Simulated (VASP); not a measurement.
Cd, 4 atoms in the cell. The structure is hexagonal, space group P6_3/mmc (No. 194). Conventional cell: a = 3.031 Å, b = 3.031 Å, c = 10.861 Å, α = 90.00°, β = 90.00°, γ = 120.00°. Cd (site symmetry -3m) has 12 Cd at 3.03 to 3.23 Å within 4.0 Å. Cd (site symmetry -6m2) has 12 Cd at 3.03 to 3.23 Å within 4.0 Å. 

* Program: VASP 6.6.1
* Task: single point
* Functional: PBE
* Potentials or basis: VASP PAW PBE potentials, release 64 (Cd)
* Cutoff: 520 eV
* k mesh: 13 × 13 × 4
* Occupations: fermi-dirac, width 0.15 eV
* Spin: no spin polarisation
* Dipole correction: no
* Further INCAR settings: ALGO = Normal; EDIFF = 1e-06; NBANDS = 32

Potentials or basis: VASP PAW PBE potentials, release 64 (Cd).

The run is started by

```sh
$ cat potpaw_PBE.64/Cd/POTCAR > POTCAR
$ mpirun -np 1 vasp_std > vasp.out
```

Hardware: 1 thread of AMD EPYC 9R45 96-Core Processor (Zen 5) (shared host).

Question: How long does it take, and how much memory?

Answer: Wall time 70 s on 1 thread of AMD EPYC 9R45 96-Core Processor (Zen 5) (shared host), peak memory 0.25 GiB. Counts: scf iterations 11, k points 63.
